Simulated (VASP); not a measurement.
A run of VASP 6.6.1 is set up as follows.

The input INCAR:

```
SYSTEM = CuGe3
PREC = Accurate ; ENCUT = 520
EDIFF = 1E-6 ; ISMEAR = 0
SIGMA = 0.1 ; LREAL = .False.
LASPH = .True. ; NELM = 100
ALGO = Normal ; ISIF = 2
LWAVE = .False. ; LCHARG = .False.
GGA = PS ; NBANDS = 34
```

The input KPOINTS:

```
regular mesh
0
Gamma
  14 14 14
  0 0 0
```

Contents of POSCAR:

```
CuGe3
1.0
   -2.1287440315      2.1287440315      4.6289870897
    2.1287440315     -2.1287440315      4.6289870897
    2.1287440315      2.1287440315     -4.6289870897
Cu Ge
1 3
Direct
    0.0000000000      0.0000000000      0.0000000000
    0.7500000000      0.2500000000      0.5000000000
    0.2500000000      0.7500000000      0.5000000000
    0.5000000000      0.5000000000      0.0000000000
```

Potentials or basis: VASP PAW PBE potentials, release 64 (Cu, Ge_d).

Command:

```sh
$ cat potpaw_PBE.64/Cu/POTCAR potpaw_PBE.64/Ge_d/POTCAR > POTCAR
$ mpirun -np 1 vasp_std > vasp.out
```

What does it give for the pressure?

-11.7 GPa.

Stress tensor (GPa, compression positive):
```
-11.69   0.00   0.00
  0.00 -11.69   0.00
  0.00   0.00 -11.86
```

Caveat: the cell differs from its parent crystal (Sn replaced by Ge, lengths x 0.938, strained); the PAW data sets were made with another functional, which shifts forces and pressure a little.
